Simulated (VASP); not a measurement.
Here is a VASP 6.6.1 calculation.

File INCAR:

```
SYSTEM = SnO2
PREC     = Accurate       ! precision mode
ENCUT    = 520            ! plane-wave cutoff, eV
EDIFF    = 1E-7           ! SCF threshold, eV
ISMEAR   = -1             ! smearing method
SIGMA    = 0.05           ! smearing width, eV
LREAL    = .FALSE.        ! projectors in reciprocal space
LASPH    = .TRUE.         ! aspherical terms in the spheres
NELM     = 100            ! most SCF steps
ALGO     = Normal         ! electronic algorithm
ISIF     = 2              ! what is computed and relaxed
LWAVE    = .FALSE.        ! write WAVECAR
LCHARG   = .FALSE.        ! write CHGCAR
GGA      = PE             ! functional
NBANDS   = 35             ! bands
```

The input KPOINTS:

```
regular mesh
0
G
  6 6 8
  0 0 0
```

POSCAR

```
SnO2
1.0
    4.8223091030      0.0000000000      0.0000000000
    0.0000000000      4.8223091030      0.0000000000
    0.0000000000      0.0000000000      3.2379130283
Sn O
2 4
Direct
    0.5000000000      0.5000000000      0.5000000000
    0.0000000000      0.0000000000      0.0000000000
    0.8066730998      0.1933269002      0.5000000000
    0.6933269002      0.6933269002      0.0000000000
    0.1933269002      0.8066730998      0.5000000000
    0.3066730998      0.3066730998      0.0000000000
```

Potentials or basis: VASP PAW PBE potentials, release 64 (Sn_d, O).

Command:

```bash
$ cat potpaw_PBE.64/Sn_d/POTCAR potpaw_PBE.64/O/POTCAR > POTCAR
$ mpirun -np 1 vasp_std > vasp.out
```

Q: Estimate the largest force.

A: 0.035 eV/Å.

Q: What does it give for the band gap on the k mesh?

A: 0.69 eV.

Q: Estimate the pressure.

A: 1.0 GPa.

Forces in eV/Å, atoms in the order of the input:
```
Sn   0.000  0.000  0.000
Sn   0.000  0.000  0.000
O   -0.025  0.025  0.000
O    0.025  0.025  0.000
O    0.025 -0.025  0.000
O   -0.025 -0.025  0.000
```

Caveat: spin-orbit coupling is left out, which moves the levels of the heavy elements. As with any semilocal functional, this PBE gap is likely too small.
